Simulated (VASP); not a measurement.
# SiC: single point with r2SCAN

The system is SiC.

```
Si C
1.0
     0.00000    2.17814    2.17814
     2.17814    0.00000    2.17814
     2.17814    2.17814    0.00000
Si C
1 1
Direct
  0.00000 0.00000 0.00000
  0.81887 0.81887 0.58374
```

This cell differs from its parent crystal: atom 2 (C) moved by (-0.300, +0.300) A along [1 1 0] and z.

- Program: VASP 6.6.1
- Task: single point
- Functional: r2SCAN
- Potentials or basis: VASP PAW PBE potentials, release 64 (Si, C)
- Cutoff: 520 eV
- k mesh: 10 × 10 × 10
- Occupations: gaussian, width 0.05 eV
- Spin: no spin polarisation

The pressure is 39.3 GPa. The largest force is 18.802 eV/Å and the band gap on the k mesh is 0.43 eV (least direct gap 4.18 eV).

Forces in eV/Å, atoms in the order of the input:
```
Si  -10.964 -10.964  10.634
C    10.964  10.964 -10.634
```

Stress tensor (GPa, compression positive):
```
 43.46  49.06 -45.12
 49.06  43.46 -45.12
-45.12 -45.12  30.97
```

Levels at points of the mesh, in eV from the valence-band top:
```tsv
k point	band 1	band 2	band 3	band 4	band 5	band 6	band 7	band 8	band 9
(0.00, 0.00, 0.00)	-17.04	-3.07	-0.26	0.00	5.49	6.72	6.85	8.80	14.10
(0.50, 0.00, 0.00)	-13.79	-9.05	-3.31	-0.94	4.43	5.21	8.16	10.52	15.03
(0.00, 0.00, 0.50)	-13.16	-10.60	-1.69	-1.38	5.19	7.41	8.03	9.26	15.03
(0.50, 0.50, 0.50)	-13.70	-9.33	-3.04	-0.80	4.22	5.18	8.26	10.75	15.10
(0.50, 0.50, 0.00)	-12.38	-8.63	-4.41	-3.65	0.53	3.89	12.95	14.29	15.23
(0.00, 0.50, 0.50)	-12.35	-8.78	-3.95	-3.75	0.43	3.66	12.68	14.56	15.65
```

Run time: 3.7 min on 1 thread of Intel Xeon 8259CL, on a shared host, peak memory 0.19 GiB.

Caveat: the cell differs from its parent crystal (atom 2 (C) moved by (-0.300, +0.300) A along [1 1 0] and z); the stress differs along the axes, from 31 to 43 GPa; semilocal functionals underestimate gaps, and a narrow one can read as zero; the PAW data sets were made with another functional, which shifts forces and pressure a little. A k mesh can miss the band edges.
